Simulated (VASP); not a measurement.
Wanted: the native input for a VASP 6.6.1 run.

```yaml
Task: relaxation of cell and atoms
Functional: r2SCAN
Dispersion: rVV10
Potentials_or_basis: VASP PAW PBE potentials, release 64 (Al, N)
Cutoff: 660 eV
k_mesh: 12 × 12 × 6
Occupations: fermi-dirac, width 0.03 eV
Spin: no spin polarisation
Dipole_correction: no
Further_INCAR_settings: ALGO = Normal; EDIFF = 1e-07; IBRION = 2; EDIFFG = -0.01; NSW = 100; ISIF = 3
```

Crystal: AlN.

```
Al N
1.0
     3.11373    0.00000    0.00000
    -1.55686    2.69657    0.00000
     0.00000    0.00000    4.98344
Al N
2 2
Cartesian
  0.0000 1.7977 -0.0174
  1.5569 0.8989 2.4743
  0.0000 1.7977 1.8862
  1.5569 0.8989 4.3779
```

One way to write it, as run:

POSCAR

```
AlN
1.0
    3.1137271412      0.0000000000      0.0000000000
   -1.5568635706      2.6965668048      0.0000000000
    0.0000000000      0.0000000000      4.9834369472
Al N
2 2
Direct
    0.3333333333      0.6666666667     -0.0034854754
    0.6666666667      0.3333333333      0.4965145246
    0.3333333333      0.6666666667      0.3784854754
    0.6666666667      0.3333333333      0.8784854754
```

INCAR.step1

```
PREC = Accurate ; ENCUT = 660
ISMEAR = -1 ; SIGMA = 0.03
LREAL = F ; LASPH = T
NELM = 120 ; GGA = PE
ALGO = Normal ; EDIFF = 1E-5
LWAVE = T ; LCHARG = F
GGA_COMPAT = F ; IBRION = 2
ISIF = 3 ; EDIFFG = -0.005
NELMIN = 4 ; NSW = 100
```

INCAR.step2

```
PREC = Accurate ; ENCUT = 660
EDIFF = 1E-7 ; ISMEAR = -1
SIGMA = 0.03 ; LREAL = F
LASPH = T ; NELM = 120
ALGO = Normal ; ISIF = 3
LWAVE = F ; LCHARG = F
METAGGA = R2SCAN ; LMIXTAU = T
LUSE_VDW = T ; IVDW_NL = 2
BPARAM = 11.95 ; CPARAM = 0.0093
IBRION = 2 ; NSW = 100
EDIFFG = -0.01 ; ISTART = 1
GGA_COMPAT = F ; NELMIN = 4
```

KPOINTS

```
Automatic mesh
0
Gamma
  12 12 6
```

Potentials or basis: VASP PAW PBE potentials, release 64 (Al, N).

Launch:

```bash
$ cat potpaw_PBE.64/Al/POTCAR potpaw_PBE.64/N/POTCAR > POTCAR
$ cp INCAR.step1 INCAR
$ mpirun -np 1 vasp_std > vasp.out
$ cp INCAR.step2 INCAR
$ mpirun -np 1 vasp_std > vasp.out
```

It gave:

```yaml
Relaxed_volume: 10.36 Å³/atom
Relaxed_cell: a = 3.103 Å, b = 3.103 Å, c = 4.969 Å, α = 90.00°, β = 90.00°, γ = 120.00°
Space_group_after_relaxing_to_0.1_Å: P6_3mc (No. 186)
Energy_gained_by_relaxing: 0.7 meV/atom
Ionic_steps: 3
Pressure_after_relaxing: -0.1 GPa
Largest_force_after_relaxing: 0.008 eV/Å
Band_gap_on_the_k_mesh: 4.91 eV
```

Caveat: the PAW data sets were made with another functional, which shifts forces and pressure a little.

Run time: 11 min on 1 thread of Oxide Virtual Turin-like Processor (shared host), peak memory 0.31 GiB.
